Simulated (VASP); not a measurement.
# SiC (P-6m2) in VASP: further runs

The runs below take SiC through single point, relaxation of cell and atoms, with PBE.

Program: VASP 6.6.1. These are calculated values, not measurements. Logs are shortened: lines on timing, memory, paths and dates and some standing lists are left out, and cuts for length are marked.

### Step 1. The cell of the first run

Symmetry: P-6m2, No. 187, hexagonal system. The conventional cell has a = 2.906 Å, b = 2.906 Å, c = 2.496 Å, α = 90.00°, β = 90.00°, γ = 120.00°. Within 2.8 Å of Si (site symmetry -6m2) lie 6 C at 2.09 Å and 2 Si at 2.50 Å. Within 2.8 Å of C (site symmetry -6m2) lie 6 Si at 2.09 Å and 2 C at 2.50 Å.

### Step 2. Single point, PBE

File INCAR:

```
SYSTEM = SiC
ALGO = Normal
EDIFF = 1E-6
ENCUT = 520
GGA = PE
ISIF = 2
ISMEAR = 0
LASPH = .True.
LCHARG = .False.
LREAL = .False.
LWAVE = .False.
NBANDS = 11
NELM = 60
PREC = Accurate
SIGMA = 0.1
```

File KPOINTS:

```
k-points
0
Gamma
  6 6 4
  0 0 0
```

File POSCAR:

```
SiC
1.0
    2.9063611229     -0.0000000031      0.0000000000
   -1.4531805588      2.5169825665      0.0000000000
    0.0000000000      0.0000000000      2.4964522402
Si C
1 1
Direct
    0.6666666667      0.3333333333      0.5000000000
    0.3333333333      0.6666666667      0.0000000000
```

Potentials or basis: VASP PAW PBE potentials, release 64 (Si, C).

Started as:

```sh
> cat potpaw_PBE.64/Si/POTCAR potpaw_PBE.64/C/POTCAR > POTCAR
> mpirun -np 1 vasp_std > vasp.out
```

OUTCAR:

```text
SYSTEM = SiC
   EDIFF = 1E-6
   ENCUT = 520
   GGA = PE
   ISIF = 2
   ISMEAR = 0
   LASPH = .True.
   LREAL = .False.
   NELM = 60
   PREC = Accurate

 ion  position               nearest neighbor table
   1  0.667  0.333  0.500-   2 2.09   2 2.09   2 2.09   2 2.09   2 2.09   2 2.09
   2  0.333  0.667  0.000-   1 2.09   1 2.09   1 2.09   1 2.09   1 2.09   1 2.09

  LATTYP: Found a hexagonal cell.
 ALAT       =     2.9063611229
 C/A-ratio  =     0.8589614761

  Lattice vectors:

 A1 = (   2.9063611229,  -0.0000000031,   0.0000000000)
 A2 = (  -1.4531805588,   2.5169825665,   0.0000000000)
 A3 = (   0.0000000000,   0.0000000000,   2.4964522402)

Analysis of symmetry for initial positions (statically):
=====================================================================
 Subroutine PRICEL returns:
 Original cell was already a primitive cell.

 Routine SETGRP: Setting up the symmetry group for a
 hexagonal supercell.

 Subroutine GETGRP returns: Found 12 space group operations
 (whereof 12 operations were pure point group operations)
 out of a pool of 24 trial point group operations.

The static configuration has the point symmetry D_3h.

Analysis of symmetry for dynamics (positions and initial velocities):
=====================================================================
 Subroutine PRICEL returns:
 Original cell was already a primitive cell.

 Routine SETGRP: Setting up the symmetry group for a
 hexagonal supercell.

 Subroutine GETGRP returns: Found 12 space group operations
 (whereof 12 operations were pure point group operations)
 out of a pool of 24 trial point group operations.

The dynamic configuration has the point symmetry D_3h.

 Subroutine INISYM returns: Found 12 space group operations
 (whereof 12 operations are pure point group operations),
 and found     1 'primitive' translations

----------------------------------------------------------------------------------------

                                     Primitive cell

  volume of cell :      18.2622

  direct lattice vectors                    reciprocal lattice vectors
     2.906361123 -0.000000003  0.000000000     0.344072866  0.198650561  0.000000000
    -1.453180559  2.516982566  0.000000000     0.000000000  0.397301123  0.000000000
     0.000000000  0.000000000  2.496452240     0.000000000  0.000000000  0.400568448

  length of vectors
     2.906361123  2.906361123  2.496452240     0.397301123  0.397301123  0.400568448
[... 83 lines left out ...]
   ISIF   =      2    stress and relaxation
   ISYM   =      2    0-nonsym 1-usesym 2-fastsym
   POTIM  = 0.5000    time-step for ionic-motion
   TEBEG  =    0.0;   TEEND  =   0.0 temperature during run
   PSTRESS=    0.0 pullay stress
   NELECT =       8.0000    total number of electrons
   NUPDOWN=      -1.0000    fix difference up-down
   EMIN   =  10.00;   EMAX   =-10.00  energy-range for DOS
   EFERMI =   0.00;   METHOD = LEGACY
   ISMEAR =     0;   SIGMA  =   0.10  broadening in eV -4-tet -1-fermi 0-gaus
   EFERMI_NEDOS =   21; number of points for ismear=-14 and -15
   IALGO  =     38    algorithm
   IMIX   =      4    mixing-type and parameters
     AMIX     =   0.40;   BMIX     =  1.00
     AMIX_MAG =   1.60;   BMIX_MAG =  1.00
  volume/ion in A,a.u.               =       9.13        61.62
  Fermi-wavevector in a.u.,A,eV,Ry     =   1.243332  2.349557 21.032902  1.545875
  Thomas-Fermi vector in A             =   2.377647
   LORBIT       =      0    0 simple, 1 ext, 2 COOP (PROOUT), +10 PAW based schemes
   GGA     = PE    functional components
   LHFCALC =     F    Hartree Fock is set to
   AEXX    =    0.0000 exact exchange contribution
   IVDW    =     0    specifies the selected vdW correction
   LEPSILON=     F    determine dielectric tensor
   LRPA    =     F    only Hartree local field effects (RPA)
 non-spin polarized calculation
 Gauss-broadening in eV      SIGMA  =   0.10
  energy-cutoff  :      520.00
  volume of cell :       18.26
 maximum number of plane-waves:       514
 NGX is ok and might be reduce to    24

 number of electron       8.0000001 magnetization

 Free energy of the ion-electron system (eV)
  ---------------------------------------------------
  ext. energy  EPLUGINS =         0.00000000
  ---------------------------------------------------
  free energy    TOTEN  =       -12.58112362 eV

  energy without entropy =      -12.58096933  energy(sigma->0) =      -12.58104648

 E-fermi :  11.8593     XC(G=0): -12.2408

 val. band max:       11.6742783529   @ k =   0.1667   0.1667   0.5000
 cond. band min:      12.0346968818   @ k =   0.0000   0.0000   0.5000
 fundamental gap:      0.3604185289
 Fermi energy:        11.8593231776

 k-point     1 :       0.0000    0.0000    0.0000
  band No.  band energies     occupation
      1      -6.6137      2.00000
      2       9.6804      2.00000
      3       9.6804      2.00000
      4      11.1328      2.00000
      5      14.8483      0.00000
      6      16.8350      0.00000
      7      17.0003      0.00000
      8      17.0003      0.00000
      9      24.3437      0.00000
     10      26.8581      0.00000
     11      30.2240      0.00000
[... 267 lines left out ...]
 k-point    21 :       0.3333    0.3333    0.5000
  band No.  band energies     occupation
      1       2.3434      2.00000
      2       3.8117      2.00000
      3       4.2604      2.00000
      4       7.1159      2.00000
      5       8.8643      2.00000
      6       9.6407      2.00000
      7      21.3441      0.00000
      8      24.4258      0.00000
      9      26.1963      0.00000
     10      27.9273      0.00000
     11      29.3245      0.00000

------------------------ aborting loop because EDIFF is reached ----------------------------------------

  FORCE on cell =-STRESS in cart. coord.  units (eV):
  Direction    XX          YY          ZZ          XY          YZ          ZX
  --------------------------------------------------------------------------------------
  -------------------------------------------------------------------------------------
  Total        0.0116365      0.0116365     -0.0287817     -0.0000000      0.0000000     -0.0000000
  in kB        1.0208903      1.0208903     -2.5250762     -0.0000000      0.0000000     -0.0000000
  external PRESSURE =      -0.1610985 kB  Pullay stress =       0.0000000 kB

 VOLUME and BASIS-vectors are now :
 -----------------------------------------------------------------------------
  energy-cutoff  :      520.00
  volume of cell :       18.26
      direct lattice vectors                 reciprocal lattice vectors
     2.906361123 -0.000000003  0.000000000     0.344072866  0.198650561  0.000000000
    -1.453180559  2.516982566  0.000000000     0.000000000  0.397301123  0.000000000
     0.000000000  0.000000000  2.496452240     0.000000000  0.000000000  0.400568448

 POSITION                                       TOTAL-FORCE (eV/Angst)
 -----------------------------------------------------------------------------------
      1.45318      0.83899      1.24823        -0.000000      0.000000      0.000000
      0.00000      1.67799      0.00000         0.000000     -0.000000      0.000000
 -----------------------------------------------------------------------------------
    total drift:                                0.000000     -0.000000     -0.000000

  FREE ENERGIE OF THE ION-ELECTRON SYSTEM (eV)
  ---------------------------------------------------
  free  energy   TOTEN  =       -12.5811236208 eV

  energy  without entropy=      -12.5809693347  energy(sigma->0) =      -12.58104648
```

stdout:

```text
POSCAR found type information on POSCAR SiC
 POSCAR found :  2 types and       2 ions
 scaLAPACK will be used
 LDA part: xc-table for (Slater+PW92), standard interpolation
 POSCAR, INCAR and KPOINTS ok, starting setup
 FFT: planning ... GRIDC
 FFT: planning ... GRID_SOFT
 FFT: planning ... GRID
 WAVECAR not read
 entering main loop
```

It took 3.1 s on 1 thread of Intel Xeon Platinum 8259CL at 2.50GHz (Skylake/Cascade Lake), shared host; peak memory 0.12 GiB.

Results:

```
Free energy            : -12.5811 eV
Pressure               : 0.0 GPa
Band gap on the k mesh : zero (band 4 reaches 13.07 eV, above the bottom of band 5 at 8.71 eV)
```

Caveat: the k points lie up to 0.63 Å⁻¹ apart.

### Step 3. Relaxation of cell and atoms, PBE

This run uses another cell than the first one, of 14.01 Å³/atom, 1.534 times its volume.

File INCAR:

```
SYSTEM = SiC
  PREC = Accurate
  ENCUT = 600
  EDIFF = 1E-6
  ISMEAR = 0
  SIGMA = 0.1
  LREAL = .FALSE.
  LASPH = .TRUE.
  NELM = 100
  ALGO = Normal
  ISIF = 3
  LWAVE = .FALSE.
  LCHARG = .FALSE.
  GGA = PE
  IBRION = 2
  NSW = 90
  EDIFFG = -0.04
```

File KPOINTS:

```
Automatic mesh
0
G
  6 6 4
  0 0 0
```

File POSCAR:

```
SiC
1.0
    2.7318300300      0.0000000000      0.0000000000
   -1.3659150100      2.3658342000      0.0000000000
    0.0000000000      0.0000000000      4.3338860400
Si C
1 1
Direct
    0.6666666700      0.3333333300      0.5000000000
    0.3333333300      0.6666666700      0.0000000000
```

Potentials or basis: VASP PAW PBE potentials, release 64 (Si, C).

Started as:

```sh
> cat potpaw_PBE.64/Si/POTCAR potpaw_PBE.64/C/POTCAR > POTCAR
> mpirun -np 1 vasp_std > vasp.out
```

Run time: 47 s. Hardware: 1 thread of Intel Xeon Platinum 8259CL at 2.50GHz (Skylake/Cascade Lake), shared host; peak memory 0.15 GiB.

The run converged. Its results:

* Free energy: -12.5850 eV
* Relaxed volume: 9.13 Å³/atom
* Relaxed cell: a = 2.906 Å, b = 2.906 Å, c = 2.496 Å, α = 90.00°, β = 90.00°, γ = 120.00°
* Space group after relaxing (to 0.05 Å): P-6m2 (No. 187)
* Energy gained by relaxing: 1602.6 meV/atom
* Ionic steps: 18
* Pressure after relaxing: 0.0 GPa
* Band gap on the k mesh: zero (band 4 reaches 13.08 eV, above the bottom of band 5 at 8.71 eV)

Stress tensor (GPa, compression positive):
```
 0.01  0.00  0.00
 0.00  0.01  0.00
 0.00  0.00 -0.09
```

The path:
```csv
step,energy change (eV),largest force (eV/Å),pressure (GPa),volume (Å³)
1,0.0000,0.0000,-21.07,28.01
2,-0.9034,0.0000,-7.69,21.14
3,-1.0218,0.0000,4.93,18.98
4,-1.5525,0.0000,0.25,18.66
5,-2.7404,0.0000,-0.86,17.82
6,0.4702,0.0000,104.81,14.72
7,-3.0194,0.0000,6.49,17.40
8,-2.8429,0.0000,35.12,16.23
9,-3.1297,0.0000,16.01,16.94
10,-3.1277,0.0000,17.94,16.87
11,-3.0220,0.0000,-11.76,20.03
12,-3.1846,0.0000,3.19,18.07
13,-3.1875,0.0000,5.17,17.89
14,-3.1878,0.0000,6.71,17.75
15,-3.1569,0.0000,-7.99,18.88
16,-3.2042,0.0000,1.41,18.12
17,-3.2045,0.0000,-1.23,18.38
18,-3.2052,0.0000,-0.02,18.26
```

Final structure:
```
Si C
1.0
     2.90613    0.00000    0.00000
    -1.45307    2.51678    0.00000
     0.00000    0.00000    2.49589
Si C
1 1
Direct
  0.66667 0.33333 0.50000
  0.33333 0.66667 0.00000
```

Levels at points of the mesh, in eV from the Fermi level:
```
           k point  band 1  band 2  band 3  band 4  band 5  band 6  band 7  band 8
(0.00, 0.00, 0.00)  -18.48   -2.18   -2.18   -0.73    2.99    4.98    5.14    5.14
(0.50, 0.00, 0.00)  -14.50  -11.94   -4.57    0.41    0.95    8.66    9.68    9.99
(0.00, 0.00, 0.50)  -13.90  -12.33    0.17    0.17    6.27    6.72    7.67    7.67
(0.50, 0.00, 0.50)  -10.38   -8.74   -7.87   -4.40   -1.66    4.02    5.52    5.60
```

Caveat: the k points lie up to 0.63 Å⁻¹ apart in the final cell; the volume moved by over 15 % at a fixed basis, so the end points are rough.

### Step 4. Single point, PBE

This run uses another cell than the first one, of the same volume but with other edges.

File INCAR:

```
SYSTEM = SiC
PREC = Accurate ; ENCUT = 520
EDIFF = 1E-6 ; ISMEAR = 0
SIGMA = 0.1 ; LREAL = .FALSE.
LASPH = .TRUE. ; NELM = 100
ALGO = Normal ; ISIF = 2
LWAVE = .FALSE. ; LCHARG = .FALSE.
GGA = PE ; NBANDS = 11
```

File KPOINTS:

```
regular mesh
0
G
  24 24 22
  0 0 0
```

File POSCAR:

```
SiC
1.0
    2.8632124287      0.0000000000      0.0000000000
   -1.4316062143      2.4796146997      0.0000000000
    0.0000000000      0.0000000000      2.5712906566
Si C
1 1
Direct
    0.6666666667      0.3333333333      0.5000000000
    0.3333333333      0.6666666667      0.0000000000
```

Started as:

```sh
> cat potpaw_PBE.64/Si/POTCAR potpaw_PBE.64/C/POTCAR > POTCAR
> mpirun -np 1 vasp_std > vasp.out
```

It took 62 s on 1 thread of Intel Xeon Platinum 8259CL at 2.50GHz (Skylake/Cascade Lake), shared host; peak memory 0.25 GiB.

The run converged. Its results:

| Property | Result |
| --- | --- |
| Free energy | -12.4482 eV |
| Pressure | 0.1 GPa |
| Band gap on the k mesh | zero (band 4 reaches 12.45 eV, above the bottom of band 5 at 7.99 eV) |

Levels at points of the mesh, in eV from the Fermi level:
```
           k point  band 2  band 3  band 4  band 5  band 6  band 7
(0.00, 0.00, 0.00)   -0.82   -0.82   -0.72    3.93    5.74    6.64
(0.50, 0.00, 0.00)  -10.84   -3.28    1.20    1.75    8.92    9.56
(0.00, 0.00, 0.50)  -11.73    1.26    1.26    7.81    7.86    8.87
(0.50, 0.00, 0.50)   -7.91   -7.00   -3.76   -0.64    5.01    6.53
```

### Step 5. Summary

```tsv
task	cell	k mesh	cutoff (eV)	gap on the mesh (eV)	pressure (GPa)
single point	a = 2.906, b = 2.906, c = 2.496 Å, angles 90.0, 90.0, 120.0°, 2 atoms	6 × 6 × 4	520	none	0.0
relaxation of cell and atoms	relaxed from a = 2.732, b = 2.732, c = 4.334 Å, angles 90.0, 90.0, 120.0°, 2 atoms	6 × 6 × 4	600	none	0.0
single point	a = 2.863, b = 2.863, c = 2.571 Å, angles 90.0, 90.0, 120.0°, 2 atoms	24 × 24 × 22	520	none	0.1
```

Alike in all rows: level PBE; potentials or basis VASP PAW PBE potentials, release 64 (Si, C); no spin polarisation; smearing gaussian 0.1 eV.

Caveats: some runs use coarse meshes; the volume moved by over 15 % at a fixed basis, so the end points are rough (some runs).

Total energies depend on the potentials used, so only differences within one code and one set of settings carry meaning.
